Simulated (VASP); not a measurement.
# Mg8O9 (a cell with a defect) in VASP: further runs, part 2 of 2

VASP 6.6.1. Earlier steps stand in the parts before.

### Step 3. Single point, PBE, collinear spin

INCAR

```
SYSTEM = Mg8O9
PREC     = Accurate       ! precision mode
ENCUT    = 520            ! plane-wave cutoff, eV
EDIFF    = 1E-6           ! SCF threshold, eV
ISMEAR   = -1             ! smearing method
SIGMA    = 0.05           ! smearing width, eV
LREAL    = Auto         
LASPH    = .True.         ! aspherical terms in the spheres
NELM     = 150            ! most SCF steps
ALGO     = Normal         ! electronic algorithm
ISIF     = 2              ! what is computed and relaxed
LWAVE    = .False.        ! write WAVECAR
LCHARG   = .False.        ! write CHGCAR
ISPIN    = 2              ! spin polarisation
MAGMOM   = 0 0 0 0 0 0 0 0 0 0 0.33 0.33 0 0 0 0.33 0.72 ! initial moments
LORBIT   = 11             ! projections on sites
GGA      = PE             ! functional
NBANDS   = 53             ! bands
```

KPOINTS

```
regular mesh
0
Gamma
  2 2 2
  0 0 0
```

POSCAR

```
Mg8O9
1.0
    0.0000000000      3.8550000000      3.8550000000
    3.8550000000      0.0000000000      3.8550000000
    3.8550000000      3.8550000000      0.0000000000
Mg O
8 9
Direct
    0.0164980545     -0.0176394293      0.0295201038
    0.0494293126     -0.0176523995      0.4745136187
    0.0177950713      0.4985214008     -0.0221271077
    0.0230090791      0.4655252918      0.4829831388
    0.5248249027      0.0148897536      0.0088456550
    0.4978080415      0.0100518807      0.5086770428
    0.5006614786      0.4736575875      0.0008430610
    0.5314396887      0.4842023346      0.4927885863
    0.2795071336      0.2428015564      0.2398184176
    0.2871984436      0.2470946822      0.7322568093
    0.2506485084      0.7334500649      0.2800389105
    0.2352269780      0.7956679637      0.7320363165
    0.7800259403      0.2658884565      0.2421530480
    0.7629831388      0.2633722438      0.7372503243
    0.7964591440      0.7297924773      0.2213878080
    0.6381322957      0.7538521401      0.8686381323
   -0.1560700389      0.7482619974      0.6036964981
```

Potentials or basis: VASP PAW PBE potentials, release 64 (Mg, O).

Command:

```bash
$ cat potpaw_PBE.64/Mg/POTCAR potpaw_PBE.64/O/POTCAR > POTCAR
$ mpirun -np 1 vasp_std > vasp.out
```

Wall time 1.9 min (1 thread of AMD EPYC 9R45 (Zen 5), shared host); peak memory 0.3 GiB.

It converged, with:

| Quantity | Value |
| --- | --- |
| Free energy | -80.5109 eV |
| Pressure | 127.6 GPa |
| Largest force | 5.592 eV/Å |
| Band gap on the k mesh | 5.93 eV |
| Net moment | 0.00 μB per cell |
| Valence electrons inside the program's atomic spheres | Mg 0.64, 0.83, 0.65, 0.87, 0.81, 0.69, 0.76 (each value once); O 5.39, 5.30, 5.33, 5.31, 5.32, 5.37 (each value once) |

Forces on the atoms (eV/Å):
```
Mg  -0.435 -1.223  1.769
Mg   4.016 -2.600  1.297
Mg  -0.517 -0.882  1.161
Mg  -4.089  1.546  0.411
Mg   1.499 -0.267 -0.253
Mg  -2.347  0.620  0.965
Mg   1.758  0.066  0.726
Mg   1.553 -1.873  1.169
O    0.120 -0.717 -1.654
O    2.963 -0.248 -1.449
O   -5.024  0.181  2.449
O   -1.897  4.368 -1.824
O   -2.423 -0.528 -2.534
O   -0.764  1.710 -1.505
O    2.405 -0.940 -0.946
O    0.062  0.512 -1.842
O    3.119  0.276  2.061
```

Stress tensor (GPa, compression positive):
```
152.61   3.25  -0.24
  3.25 101.22  -2.31
 -0.24  -2.31 128.83
```

Levels at points of the mesh, in eV from the valence-band top:
Spin up:
```tsv
k point	band 33	band 34	band 35	band 36	band 37	band 38
(0.00, 0.00, 0.00)	-1.72	-1.50	-1.30	5.93	7.20	7.31
(0.50, 0.00, 0.00)	-1.88	-1.21	-0.45	6.63	7.86	7.94
(0.00, 0.50, 0.00)	-1.89	-1.53	-0.36	7.58	7.83	8.25
(0.00, 0.00, 0.50)	-1.45	-0.96	-0.06	6.35	7.62	7.81
(0.50, 0.50, 0.50)	-1.95	-1.58	-0.22	7.42	7.72	8.36
(0.50, 0.50, 0.00)	-1.98	-0.86	-0.41	6.58	8.71	8.92
(0.00, 0.50, 0.50)	-1.60	-1.06	0.00	6.46	8.74	9.07
(0.50, 0.00, 0.50)	-2.19	-0.69	-0.01	7.52	8.93	9.04
```
Spin down:
```tsv
k point	band 32	band 33	band 34	band 35	band 36	band 37	band 38	band 39
(0.00, 0.00, 0.00)	-1.76	-1.72	-1.50	-1.30	5.93	7.20	7.31	7.56
(0.50, 0.00, 0.00)	-2.03	-1.88	-1.21	-0.45	6.63	7.86	7.94	8.78
(0.00, 0.50, 0.00)	-1.95	-1.89	-1.53	-0.36	7.58	7.83	8.25	8.84
(0.00, 0.00, 0.50)	-1.98	-1.45	-0.96	-0.06	6.35	7.62	7.81	8.60
(0.50, 0.50, 0.50)	-2.08	-1.95	-1.58	-0.22	7.42	7.72	8.36	8.74
(0.50, 0.50, 0.00)	-2.10	-1.98	-0.86	-0.41	6.58	8.71	8.92	9.28
(0.00, 0.50, 0.50)	-2.08	-1.60	-1.06	0.00	6.46	8.74	9.07	9.52
(0.50, 0.00, 0.50)	-2.33	-2.19	-0.69	-0.01	7.52	8.93	9.04	9.24
```

Caveat: the k points lie up to 0.71 Å⁻¹ apart.

### Step 4. Single point, PBE, collinear spin

INCAR

```
SYSTEM = Mg8O9
  PREC = Accurate
  ENCUT = 520
  EDIFF = 1E-6
  ISMEAR = -1
  SIGMA = 0.05
  LREAL = Auto
  LASPH = .TRUE.
  NELM = 150
  ALGO = Normal
  ISIF = 2
  LWAVE = .FALSE.
  LCHARG = .FALSE.
  ISPIN = 2
  MAGMOM = 0 0 0 0 0 0 0 0 0 0 0.33 0.33 0 0 0 0.33 0.72
  LORBIT = 11
  GGA = PE
  NBANDS = 53
```

KPOINTS

```
regular mesh
0
G
  2 2 2
  0 0 0
```

POSCAR

```
Mg8O9
1.0
    0.0000000000      3.8550000000      3.8550000000
    3.8550000000      0.0000000000      3.8550000000
    3.8550000000      3.8550000000      0.0000000000
Mg O
8 9
Direct
    0.0550713359      0.0073929961     -0.0303761349
    0.0517380026     -0.0125421530      0.4956549935
   -0.0124254215      0.5377172503     -0.0260440986
    0.0383398184      0.4845654994      0.4747600519
    0.4915693904      0.0283009079      0.0062516213
    0.5353955901     -0.0013099870      0.4936057069
    0.4741374838      0.4409597925      0.0376394293
    0.5491569390      0.5103242542      0.4665888457
    0.2395201038      0.2444747082      0.2361219196
    0.2714267185      0.2600129702      0.7413878080
    0.2642671855      0.7197795071      0.2557846952
    0.2825162127      0.7228274968      0.7233203632
    0.7615434501      0.2335278859      0.2473540856
    0.7807522698      0.2241504540      0.7445914397
    0.7556031128      0.7764332036      0.2469130999
    0.6229961089      0.7237483787      0.9124902724
   -0.1371854734      0.7478728923      0.6373929961
```

Command:

```bash
$ cat potpaw_PBE.64/Mg/POTCAR potpaw_PBE.64/O/POTCAR > POTCAR
$ mpirun -np 1 vasp_std > vasp.out
```

Run time: 1.8 min. Hardware: 1 thread of AMD EPYC 9R45 (Zen 5), shared host; peak memory 0.3 GiB.

The run converged. Its results:

```
Free energy                                           : -80.9010 eV
Pressure                                              : 123.7 GPa
Largest force                                         : 6.416 eV/Å
Band gap on the k mesh                                : 4.94 eV
Net moment                                            : 0.00 μB per cell
Valence electrons inside the program's atomic spheres : Mg 0.62, 0.83, 0.65, 0.80, 0.68, 0.67 (each value once); O 5.42, 5.30, 5.31, 5.29, 5.27, 5.33 (each value once)
```

Forces on the atoms (eV/Å):
```
Mg   0.532  0.139 -3.160
Mg   0.080 -2.947  0.190
Mg  -0.722  2.125 -1.382
Mg  -2.014 -0.261 -2.978
Mg  -0.514  0.348  0.798
Mg   1.124  0.729 -2.250
Mg  -0.898 -0.012  6.353
Mg  -1.262  0.083 -2.530
O    2.659  0.324 -1.502
O   -1.185 -0.451  0.484
O    1.433 -0.591  1.464
O    3.175  2.609  1.448
O    0.061  0.459  2.749
O    1.034 -0.427  1.065
O   -2.893  0.059  0.829
O   -3.133 -1.877  0.080
O    2.522 -0.310 -1.659
```

Stress tensor (GPa, compression positive):
```
130.59   0.80  -1.12
  0.80  98.22  -1.69
 -1.12  -1.69 142.16
```

Levels at points of the mesh, in eV from the valence-band top:
Spin up:
| k point | band 31 | band 32 | band 33 | band 34 | band 35 | band 36 | band 37 | band 38 | band 39 | band 40 |
| --- | --- | --- | --- | --- | --- | --- | --- | --- | --- | --- |
| (0.00, 0.00, 0.00) | -1.86 | -1.80 | -1.34 | -1.19 | -1.10 | 6.26 | 6.52 | 7.52 | 7.82 | 7.95 |
| (0.50, 0.00, 0.00) | -1.65 | -1.50 | -1.37 | -1.26 | -0.32 | 5.05 | 7.87 | 8.47 | 9.17 | 9.54 |
| (0.00, 0.50, 0.00) | -1.90 | -1.73 | -1.67 | -1.52 | -0.11 | 6.51 | 7.98 | 8.61 | 9.47 | 9.69 |
| (0.00, 0.00, 0.50) | -1.75 | -1.66 | -1.05 | -0.76 | -0.21 | 4.94 | 8.05 | 8.26 | 9.00 | 9.56 |
| (0.50, 0.50, 0.50) | -1.98 | -1.73 | -1.60 | -1.40 | -0.38 | 6.51 | 7.98 | 8.90 | 9.34 | 9.49 |
| (0.50, 0.50, 0.00) | -1.91 | -1.72 | -1.39 | -0.69 | -0.21 | 5.01 | 8.96 | 9.48 | 9.81 | 10.28 |
| (0.00, 0.50, 0.50) | -2.05 | -1.80 | -1.33 | -0.91 | -0.27 | 5.03 | 9.12 | 9.77 | 9.98 | 10.12 |
| (0.50, 0.00, 0.50) | -2.13 | -1.88 | -1.67 | -0.55 | 0.00 | 6.49 | 9.09 | 9.50 | 9.65 | 10.07 |
Spin down:
```
           k point  band 33  band 34  band 35  band 36  band 37  band 38
(0.00, 0.00, 0.00)    -1.34    -1.19    -1.10     6.26     6.52     7.52
(0.50, 0.00, 0.00)    -1.37    -1.26    -0.32     5.05     7.87     8.47
(0.00, 0.50, 0.00)    -1.67    -1.52    -0.11     6.51     7.98     8.61
(0.00, 0.00, 0.50)    -1.05    -0.76    -0.21     4.94     8.05     8.26
(0.50, 0.50, 0.50)    -1.60    -1.40    -0.38     6.51     7.98     8.90
(0.50, 0.50, 0.00)    -1.39    -0.69    -0.21     5.01     8.96     9.48
(0.00, 0.50, 0.50)    -1.33    -0.91    -0.27     5.03     9.12     9.77
(0.50, 0.00, 0.50)    -1.67    -0.55     0.00     6.49     9.09     9.50
```

Caveat: the k points lie up to 0.71 Å⁻¹ apart.

### Step 5. The runs side by side

```csv
cell,gap on the mesh (eV),pressure (GPa),moment (μB),largest force (eV/Å)
"as given, atomic positions A",6.01,125.8,0.00,7.18
"as given, atomic positions B",5.93,127.6,0.00,5.59
"as given, atomic positions C",4.94,123.7,0.00,6.42
```

Alike in all rows: task single point; level PBE; potentials or basis VASP PAW PBE potentials, release 64 (Mg, O); spin collinear; k mesh 2 × 2 × 2; cutoff (eV) 520; smearing fermi-dirac 0.05 eV.

Caveats: all runs use coarse meshes.

Absolute energies hang on the potentials; compare differences alone.
